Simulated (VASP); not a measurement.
## ZrB2: single point with PBE

The system is ZrB2.

```
Zr B
1.0
     3.24230    0.00000    0.00000
    -1.62115    2.80792    0.00000
     0.00000    0.00000    3.61358
Zr B
1 2
Direct
  0.00000 0.00000 0.00000
  0.33333 0.66667 0.50000
  0.66667 0.33333 0.50000
```

```yaml
Program: VASP 6.6.1
Task: single point
Functional: PBE
Potentials_or_basis: VASP PAW PBE potentials, release 64 (Zr_sv, B)
Cutoff: 520 eV
k_mesh: 10 × 10 × 8
Occupations: fermi-dirac, width 0.15 eV
Spin: no spin polarisation
```

```yaml
Pressure: -13.4 GPa
Band_gap_on_the_k_mesh: zero (bands 9 and 10 overlap by 0.74 eV)
```

Stress tensor (GPa, compression positive):
```
-14.13   0.00   0.00
  0.00 -14.13   0.00
  0.00   0.00 -11.97
```

Levels at points of the mesh, in eV from the Fermi level:
```csv
k point,band 6,band 7,band 8,band 9,band 10,band 11,band 12,band 13
"(0.00, 0.00, 0.00)",-2.45,-2.45,-2.39,-2.32,3.15,3.15,3.89,3.89
"(0.50, 0.00, 0.00)",-8.41,-3.61,-2.92,-2.45,2.16,2.17,4.55,4.58
"(0.00, 0.00, 0.50)",-6.72,-0.89,-0.89,0.35,0.35,0.77,0.77,1.72
"(0.50, 0.00, 0.50)",-6.86,-4.33,-3.86,-2.08,3.45,3.78,4.87,5.69
```

It took 11 s on 1 thread of Intel(R) Xeon(R) 6975P-C (Granite Rapids), on a shared host, peak memory 0.16 GiB.

Caveat: the cell stands under tension.
